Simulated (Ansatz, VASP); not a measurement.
# Two plane-wave programs on Ti3O

```
Ti O
1.0
     5.82532    0.00000    0.00000
    -2.91266    5.04487    0.00000
     0.00000    0.00000    4.84582
Ti O
6 2
Direct
  0.00000 0.67081 0.75000
  0.00000 0.32919 0.25000
  0.67081 0.00000 0.75000
  0.67081 0.67081 0.25000
  0.32919 0.32919 0.75000
  0.32919 0.00000 0.25000
  0.00000 0.00000 0.50000
  0.00000 0.00000 0.00000
```

Change from the starting cell: strain +0.1500 x Voigt [1, 1, 0, 0, 0, 0], atoms carried along.

Alike in both runs: task single point; functional PBEsol; k mesh 12 × 12 × 8; occupations gaussian, width 0.15 eV; no spin polarisation.

```csv
,VASP,Ansatz
version,VASP 6.6.1,Ansatz 0.2.0
potentials or method,"VASP PAW PBE potentials, release 64 (Ti_sv, O), cutoff 520 eV","scalar-relativistic, plane waves, PAW"
valence electrons in the cell,84,84
```

|  | VASP | Ansatz | Ansatz less VASP |
| --- | --- | --- | --- |
| gap on the k mesh at the Fermi level (eV) | none | none | - |
| pressure (GPa) | -25.4 | -25.5 | -0.12 |
| traceless stress, the component that is largest in VASP (GPa) | 11.09 | 11.10 | +0.004 |
| rms of the force components (eV/Å) | 0.829 | 0.838 | +0.0093 |

VASP's potentials were made for PBE, not for PBEsol. Atom by atom the forces differ by 0.009 eV/Å (rms over components). A gap of «none» marks a metal or a gap that the smearing closes.
